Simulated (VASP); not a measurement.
Write the native input for VASP 6.6.1 that does the following.

```
Task                   : single point
Functional             : PBE
Potentials or basis    : VASP PAW PBE potentials, release 64 (Sn_d, O)
Cutoff                 : 520 eV
k mesh                 : 6 × 8 × 3
Occupations            : gaussian, width 0.05 eV
Spin                   : no spin polarisation
Dipole correction      : no
Further INCAR settings : ALGO = Normal; EDIFF = 1e-06; NBANDS = 64
```

The structure of SnO2 lies in POSCAR:

```
SnO2
1.0
    0.0000000000     -4.8277049970      0.0000000000
    0.0000000000      0.0000000000     -3.2379909379
    9.6554099939      0.0000000000      0.0000000000
Sn O
4 8
Direct
    1.0000000000      0.0000000000      0.0000000000
    1.0000000000      0.0000000000      0.5000000000
    0.5000000000      0.5000000000      0.2500000000
    0.5000000000      0.5000000000      0.7500000000
    0.6933949136      0.0000000000      0.1533025432
    0.6933949136      0.0000000000      0.6533025432
    0.1933949136      0.5000000000      0.0966974568
    0.1933949136      0.5000000000      0.5966974568
    0.3066050864      0.0000000000      0.3466974568
    0.3066050864      0.0000000000      0.8466974568
    0.8066050864      0.5000000000      0.4033025432
    0.8066050864      0.5000000000      0.9033025432
```

The input as run:

INCAR

```
SYSTEM = SnO2
ALGO     = Normal         ! electronic algorithm
EDIFF    = 1E-6           ! SCF threshold, eV
ENCUT    = 520            ! plane-wave cutoff, eV
GGA      = PE             ! functional
ISIF     = 2              ! what is computed and relaxed
ISMEAR   = 0              ! smearing method
LASPH    = .True.         ! aspherical terms in the spheres
LCHARG   = .False.        ! write CHGCAR
LREAL    = .False.        ! projectors in reciprocal space
LWAVE    = .False.        ! write WAVECAR
NBANDS   = 64             ! bands
NELM     = 60             ! most SCF steps
PREC     = Accurate       ! precision mode
SIGMA    = 0.05           ! smearing width, eV
```

KPOINTS

```
k-points
0
Gamma
  6 8 3
  0 0 0
```

Potentials or basis: VASP PAW PBE potentials, release 64 (Sn_d, O).

The run is started by

```console
$ cat potpaw_PBE.64/Sn_d/POTCAR potpaw_PBE.64/O/POTCAR > POTCAR
$ mpirun -np 1 vasp_std > vasp.out
```

It gave:

```
Pressure               : 0.6 GPa
Largest force          : 0.020 eV/Å
Band gap on the k mesh : 0.67 eV
```

Caveat: spin-orbit coupling is left out, which moves the levels of the heavy elements.

It took 5.3 min on 1 thread of Intel Xeon 6975P-C, with other jobs on the host, peak memory 0.4 GiB.
